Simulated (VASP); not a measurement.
# SiF (P-6m2) in VASP: relaxation of cell and atoms with PBE

Aim: the relaxation of cell and atoms of SiF with PBE.

All numbers are computed with VASP 6.6.1; they aren't measurements. Logs are shortened: lines on timing, memory, paths and dates and some standing lists are left out, and cuts for length are marked.

### 1 The cell of the first run

The structure is hexagonal, space group P-6m2 (No. 187). The conventional cell has a = 2.957 Å, b = 2.957 Å, c = 2.863 Å, α = 90.00°, β = 90.00°, γ = 120.00°. Si (site symmetry -6m2) has 6 F at 2.23 Å and 8 Si at 2.86 to 2.96 Å within 3.0 Å. Within 3.0 Å of F (site symmetry -6m2) lie 6 Si at 2.23 Å and 8 F at 2.86 to 2.96 Å.

The cell was generated, and may not be a known phase.

### 2 Relaxation of cell and atoms, PBE

Input file INCAR:

```
PREC = Accurate
ENCUT = 1350
EDIFF = 1E-7
ISMEAR = 0
SIGMA = 0.1
LREAL = False
LASPH = True
NELM = 120
ALGO = Normal
ISIF = 3
LWAVE = False
LCHARG = False
GGA = PE
IBRION = 2
NSW = 90
EDIFFG = -0.04
GGA_COMPAT = False
NELMIN = 4
```

Input file KPOINTS:

```
regular mesh
0
Gamma
  6 6 6
```

Input file POSCAR:

```
SiF
1.0
    2.9566721500      0.0000000000      0.0000000000
   -1.4783360700      2.5605531900      0.0000000000
    0.0000000000      0.0000000000      2.8634110700
Si F
1 1
Direct
    0.6666666700      0.3333333300      0.0000000000
    0.0000000000      0.0000000000      0.5000000000
```

Potentials or basis: VASP PAW PBE potentials, release 64 (Si, F_h).

Started as:

```console
$ cat potpaw_PBE.64/Si/POTCAR potpaw_PBE.64/F_h/POTCAR > POTCAR
$ mpirun -np 1 vasp_std > vasp.out
```

OUTCAR:

```text
PREC = Accurate
   ENCUT = 1350
   EDIFF = 1E-7
   ISMEAR = 0
   LREAL = False
   LASPH = True
   NELM = 120
   ISIF = 3
   GGA = PE
   IBRION = 2
   NSW = 90
   EDIFFG = -0.04
   NELMIN = 4

 ion  position               nearest neighbor table
   1  0.667  0.333  0.000-   2 2.23   2 2.23   2 2.23   2 2.23   2 2.23   2 2.23
   2  0.000  0.000  0.500-   1 2.23   1 2.23   1 2.23   1 2.23   1 2.23   1 2.23

  LATTYP: Found a hexagonal cell.
 ALAT       =     2.9566721500
 C/A-ratio  =     0.9684574159

  Lattice vectors:

 A1 = (   2.9566721500,   0.0000000000,   0.0000000000)
 A2 = (  -1.4783360700,   2.5605531900,   0.0000000000)
 A3 = (   0.0000000000,   0.0000000000,   2.8634110700)

Analysis of symmetry for initial positions (statically):
=====================================================================
 Subroutine PRICEL returns:
 Original cell was already a primitive cell.

 Routine SETGRP: Setting up the symmetry group for a
 hexagonal supercell.

 Subroutine GETGRP returns: Found 12 space group operations
 (whereof 12 operations were pure point group operations)
 out of a pool of 24 trial point group operations.

The static configuration has the point symmetry D_3h.

Analysis of symmetry for dynamics (positions and initial velocities):
=====================================================================
 Subroutine PRICEL returns:
 Original cell was already a primitive cell.

 Routine SETGRP: Setting up the symmetry group for a
 hexagonal supercell.

 Subroutine GETGRP returns: Found 12 space group operations
 (whereof 12 operations were pure point group operations)
 out of a pool of 24 trial point group operations.

The dynamic configuration has the point symmetry D_3h.

 Subroutine INISYM returns: Found 12 space group operations
 (whereof 12 operations are pure point group operations),
 and found     1 'primitive' translations

----------------------------------------------------------------------------------------

                                     Primitive cell

  volume of cell :      21.6781

  direct lattice vectors                    reciprocal lattice vectors
     2.956672150  0.000000000  0.000000000     0.338218088  0.195270303  0.000000000
    -1.478336070  2.560553190  0.000000000     0.000000000  0.390540608  0.000000000
     0.000000000  0.000000000  2.863411070     0.000000000  0.000000000  0.349233825

  length of vectors
     2.956672150  2.956672145  2.863411070     0.390540608  0.390540608  0.349233825

  position of ions in fractional coordinates (direct lattice)
     0.666666670  0.333333330  0.000000000
     0.000000000  0.000000000  0.500000000

  ion indices of the primitive-cell ions
   primitive index   ion index
                 1           1
                 2           2

----------------------------------------------------------------------------------------

 KPOINTS: regular mesh

Automatic generation of k-mesh.
 Grid dimensions read from file:
 generate k-points for:    6    6    6

 Generating k-lattice:

  Cartesian coordinates                     Fractional coordinates (reciprocal lattice)
     0.056369681  0.032545051  0.000000000     0.166666667  0.000000000  0.000000000
     0.000000000  0.065090101  0.000000000     0.000000000  0.166666667  0.000000000
     0.000000000  0.000000000  0.058205637     0.000000000  0.000000000  0.166666667

  Length of vectors
     0.065090101  0.065090101  0.058205637

  Shift w.r.t. Gamma in fractional coordinates (k-lattice)
     0.000000000  0.000000000  0.000000000

 Subroutine IBZKPT returns following result:
 ===========================================

 Found     28 irreducible k-points:

 Following reciprocal coordinates:
            Coordinates               Weight
  0.000000  0.000000  0.000000      1.000000
  0.166667  0.000000  0.000000      6.000000
  0.333333  0.000000  0.000000      6.000000
  0.500000 -0.000000  0.000000      3.000000
  0.166667  0.166667  0.000000      6.000000
  0.333333  0.166667  0.000000     12.000000
[... 16 lines left out ...]
  0.166667  0.000000  0.500000      6.000000
  0.333333  0.000000  0.500000      6.000000
 [... further k-points ...]
   k-points           NKPTS =     28   k-points in BZ     NKDIM =     28   number of bands    NBANDS=      9
   number of dos      NEDOS =    301   number of ions     NIONS =      2
   total plane-waves  NPLWV =  46656
   dimension x,y,z NGX =    36 NGY =   36 NGZ =   36
   dimension x,y,z NGXF=    72 NGYF=   72 NGZF=   72
   ions per type =               1   1
   NGX,Y,Z   is equivalent  to a cutoff of  20.24, 20.24, 20.90 a.u.
   NGXF,Y,Z  is equivalent  to a cutoff of  40.48, 40.48, 41.80 a.u.
 SYSTEM =  unknown system
   PREC   = accura    normal or accurate (medium, high low for compatibility)
   ISTART =      0    job   : 0-new  1-cont  2-samecut
   ICHARG =      2    charge: 1-file 2-atom 10-const
   ISPIN  =      1    spin polarized calculation?
   LNONCOLLINEAR =      F non collinear calculations
   LSORBIT =      F    spin-orbit coupling
   LASPH  =      T    aspherical Exc in radial PAW
   ENCUT  = 1350.0 eV  99.22 Ry    9.96 a.u.   8.86  8.86  8.58*2*pi/ulx,y,z
   NELM   =    120;   NELMIN=  4; NELMDL= -5     # of ELM steps
   EDIFF  = 0.1E-06   stopping-criterion for ELM
   LREAL  =      F    real-space projection
   EDIFFG = -.4E-01   stopping-criterion for IOM
   NSW    =     90    number of steps for IOM
   IBRION =      2    ionic relax: 0-MD 1-quasi-New 2-CG
   NFREE  =      1    steps in history (QN), initial steepest desc. (CG)
   ISIF   =      3    stress and relaxation
   ISYM   =      2    0-nonsym 1-usesym 2-fastsym
   POTIM  = 0.5000    time-step for ionic-motion
   TEBEG  =    0.0;   TEEND  =   0.0 temperature during run
   PSTRESS=    0.0 pullay stress
   NELECT =      11.0000    total number of electrons
   NUPDOWN=      -1.0000    fix difference up-down
   EMIN   =  10.00;   EMAX   =-10.00  energy-range for DOS
   EFERMI =   0.00;   METHOD = LEGACY
   ISMEAR =     0;   SIGMA  =   0.10  broadening in eV -4-tet -1-fermi 0-gaus
   EFERMI_NEDOS =   21; number of points for ismear=-14 and -15
   IALGO  =     38    algorithm
   IMIX   =      4    mixing-type and parameters
     AMIX     =   0.40;   BMIX     =  1.00
     AMIX_MAG =   1.60;   BMIX_MAG =  1.00
  volume/ion in A,a.u.               =      10.84        73.15
  Fermi-wavevector in a.u.,A,eV,Ry     =   1.305766  2.467541 23.198287  1.705026
  Thomas-Fermi vector in A             =   2.436614
   LORBIT       =      0    0 simple, 1 ext, 2 COOP (PROOUT), +10 PAW based schemes
   GGA     = PE    functional components
   LHFCALC =     F    Hartree Fock is set to
   AEXX    =    0.0000 exact exchange contribution
   IVDW    =     0    specifies the selected vdW correction
   LEPSILON=     F    determine dielectric tensor
   LRPA    =     F    only Hartree local field effects (RPA)
 conjugate gradient relaxation of ions
 non-spin polarized calculation
 Gauss-broadening in eV      SIGMA  =   0.10
  energy-cutoff  :     1350.00
  volume of cell :       21.68
 maximum number of plane-waves:      2466
 NGX is ok and might be reduce to    36
   NGX = 17   NGY = 17   NGZ = 17

--------------------------------------- Ionic step        1  -------------------------------------------

 number of electron      10.9999999 magnetization

 Free energy of the ion-electron system (eV)
  ---------------------------------------------------
  ext. energy  EPLUGINS =         0.00000000
  ---------------------------------------------------
  free energy    TOTEN  =        -7.13794996 eV

  energy without entropy =       -7.13694327  energy(sigma->0) =       -7.13744661

------------------------ aborting loop because EDIFF is reached ----------------------------------------

  FORCE on cell =-STRESS in cart. coord.  units (eV):
  Direction    XX          YY          ZZ          XY          YZ          ZX
  --------------------------------------------------------------------------------------
  -------------------------------------------------------------------------------------
  Total        3.5445526      3.5445525      9.9382364      0.0000000     -0.0000000     -0.0000000
  in kB      261.9698612    261.9698607    734.5125743      0.0000005     -0.0000000     -0.0000000
  external PRESSURE =     419.4840988 kB  Pullay stress =       0.0000000 kB
[... 23 lines left out ...]
--------------------------------------- Ionic step        2  -------------------------------------------

 number of electron      11.0000001 magnetization

 E-fermi :   4.6139     XC(G=0):  -9.6287

 val. band max:        4.6004218844   @ k =   0.1667   0.0000   0.5000
 cond. band min:       4.7108316600   @ k =   0.3333   0.0000   0.1667
 fundamental gap:      0.1104097756
 Fermi energy:         4.6138980978

 k-point     1 :       0.0000    0.0000    0.0000
  band No.  band energies     occupation
      1     -19.0555      2.00000
      2      -3.7795      2.00000
      3      -1.1181      2.00000
      4       0.0568      2.00000
      5       0.0568      2.00000
      6       8.3688      0.00000
      7      10.0585      0.00000
      8      10.0585      0.00000
      9      10.8444      0.00000
[... 265 lines left out ...]
 k-point    24 :       0.3333    0.0000    0.5000
  band No.  band energies     occupation
      1     -18.8252      2.00000
      2      -3.5205      2.00000
      3      -1.3612      2.00000
      4      -0.0609      2.00000
      5       0.9493      2.00000
      6       5.4781      0.00000
      7       6.1096      0.00000
      8       8.4295      0.00000
      9      12.7334      0.00000

 [... further k-points ...]
[... 5 lines left out ...]
  --------------------------------------------------------------------------------------
  -------------------------------------------------------------------------------------
  Total       -2.5782889     -2.5782889      0.7600200     -0.0000000     -0.0000000      0.0000000
  in kB     -130.4480424   -130.4480421     38.4530694     -0.0000003     -0.0000000      0.0000000
  external PRESSURE =     -74.1476717 kB  Pullay stress =       0.0000000 kB
[... 53 lines left out ...]
  FREE ENERGIE OF THE ION-ELECTRON SYSTEM (eV)
  ---------------------------------------------------
  free  energy   TOTEN  =        -8.2241675996 eV

  energy  without entropy=       -8.2218788444  energy(sigma->0) =       -8.22302322

 E-fermi :   5.0192     XC(G=0):  -9.9402

 val. band max:        4.9639834843   @ k =   0.3333   0.3333   0.1667
 cond. band min:       5.3892529095   @ k =   0.3333   0.0000   0.1667
 fundamental gap:      0.4252694251
 Fermi energy:         5.0191572743

 k-point     1 :       0.0000    0.0000    0.0000
  band No.  band energies     occupation
      1     -18.5395      2.00000
      2      -3.6542      2.00000
      3      -0.9358      2.00000
      4       0.8895      2.00000
      5       0.8895      2.00000
      6       8.8648      0.00000
      7      11.6851      0.00000
      8      11.9888      0.00000
      9      11.9888      0.00000
[... 265 lines left out ...]
 k-point    24 :       0.3333    0.0000    0.5000
  band No.  band energies     occupation
      1     -18.2414      2.00000
      2      -3.2966      2.00000
      3      -0.8377      2.00000
      4       0.6890      2.00000
      5       1.6863      2.00000
      6       5.9937      0.00000
      7       7.2625      0.00000
      8       9.7561      0.00000
      9      13.8869      0.00000

 [... further k-points ...]

[... ionic steps 4 to 9 ...]

--------------------------------------- Ionic step       10  -------------------------------------------

 number of electron      10.9999999 magnetization

------------------------ aborting loop because EDIFF is reached ----------------------------------------
[... 67 lines left out ...]
--------------------------------------- Ionic step       12  -------------------------------------------

 number of electron      10.9999996 magnetization

 Free energy of the ion-electron system (eV)
  ---------------------------------------------------
  ext. energy  EPLUGINS =         0.00000000
  ---------------------------------------------------
  free energy    TOTEN  =        -8.85383343 eV

  energy without entropy =       -8.85260630  energy(sigma->0) =       -8.85321986

 E-fermi :   6.4084     XC(G=0): -10.7775

 val. band max:        6.3088284442   @ k =   0.3333   0.1667   0.5000
 cond. band min:       6.9448907785   @ k =   0.3333   0.3333   0.3333
 fundamental gap:      0.6360623343
 Fermi energy:         6.4083890063

 k-point     1 :       0.0000    0.0000    0.0000
  band No.  band energies     occupation
      1     -17.1087      2.00000
      2      -3.5799      2.00000
      3      -0.3044      2.00000
      4       3.3553      2.00000
      5       3.3553      2.00000
      6      10.4423      0.00000
      7      14.4551      0.00000
      8      17.5104      0.00000
      9      17.5104      0.00000
[... 265 lines left out ...]
 k-point    24 :       0.3333    0.0000    0.5000
  band No.  band energies     occupation
      1     -16.5141      2.00000
      2      -2.6442      2.00000
      3       0.7146      2.00000
      4       2.9601      2.00000
      5       3.5133      2.00000
      6       7.7113      0.00000
      7       9.6841      0.00000
      8      13.5887      0.00000
      9      16.8509      0.00000

 [... further k-points ...]
[... 5 lines left out ...]
  --------------------------------------------------------------------------------------
  -------------------------------------------------------------------------------------
  Total       -0.0061380     -0.0061380     -0.0049406     -0.0000000     -0.0000000      0.0000000
  in kB       -0.4037983     -0.4037983     -0.3250243     -0.0000000     -0.0000000      0.0000000
  external PRESSURE =      -0.3775403 kB  Pullay stress =       0.0000000 kB
[... 17 lines left out ...]
  FREE ENERGIE OF THE ION-ELECTRON SYSTEM (eV)
  ---------------------------------------------------
  free  energy   TOTEN  =        -8.8538334253 eV

  energy  without entropy=       -8.8526063027  energy(sigma->0) =       -8.85321986

 reached required accuracy - stopping structural energy minimisation
```

Wall time 3.1 min (1 thread of Intel Xeon Platinum 8259CL at 2.50GHz (Skylake/Cascade Lake), shared host); peak memory 0.23 GiB.

Results:

| Quantity | Value |
| --- | --- |
| Free energy | -8.8538 eV |
| Relaxed volume | 12.18 Å³/atom |
| Relaxed cell | a = 2.701 Å, b = 2.701 Å, c = 3.856 Å, α = 90.00°, β = 90.00°, γ = 120.00° |
| Space group after relaxing (to 0.1 Å) | P-6m2 (No. 187) |
| Energy gained by relaxing | 857.9 meV/atom |
| Ionic steps | 12 |
| Pressure after relaxing | 0.0 GPa |
| Band gap on the k mesh | zero (an odd number of electrons rules out a gap without spin polarisation) |

Step by step:
| step | energy change (eV) | largest force (eV/Å) | pressure (GPa) | volume (Å³) |
| --- | --- | --- | --- | --- |
| 1 | 0.0000 | 0.0000 | 41.95 | 21.68 |
| 2 | -1.0673 | 0.0000 | -7.41 | 31.67 |
| 3 | -1.0862 | 0.0000 | -4.24 | 30.03 |
| 4 | -1.0858 | 0.0000 | -4.90 | 30.33 |
| 5 | -1.3648 | 0.0000 | -6.86 | 29.40 |
| 6 | -1.4043 | 0.0000 | -9.27 | 25.68 |
| 7 | -1.5811 | 0.0000 | -9.06 | 28.13 |
| 8 | -1.6124 | 0.0000 | -9.70 | 27.51 |
| 9 | -1.6750 | 0.0000 | 5.15 | 22.89 |
| 10 | -1.7062 | 0.0000 | -1.41 | 24.42 |
| 11 | -1.7133 | 0.0000 | 0.73 | 24.31 |
| 12 | -1.7159 | 0.0000 | -0.04 | 24.35 |

Final structure:
```xyz
2
Lattice="2.7005 0.0000 0.0000 -1.3503 2.3387 0.0000 0.0000 0.0000 3.8561" Properties=species:S:1:pos:R:3 pbc="T T T"
Si    1.3503    0.7796    0.0000
F     0.0000    0.0000    1.9280
```

Levels at points of the mesh, in eV from the Fermi level:
```
           k point  band 3  band 4  band 5  band 6  band 7  band 8
(0.00, 0.00, 0.00)   -6.71   -3.05   -3.05    4.03    8.05   11.10
(0.50, 0.00, 0.00)   -5.01   -3.69   -3.66   -1.86    3.92    7.14
(0.00, 0.00, 0.50)   -3.02   -3.02   -2.62   -0.12   11.22   11.22
(0.50, 0.00, 0.50)   -6.33   -4.38   -3.58   -0.46    4.92    6.57
```

Caveat: the k points lie up to 0.45 Å⁻¹ apart in the final cell, too coarse for converged energies and pressures of a metal; a cell axis changed by over 15 % at a fixed basis, so the end point is rough; an odd number of electrons without spin polarisation forces a metal; a magnetic or distorted state may lie lower.

The gap in the log of VASP goes by the Fermi energy; the results here count the filled bands.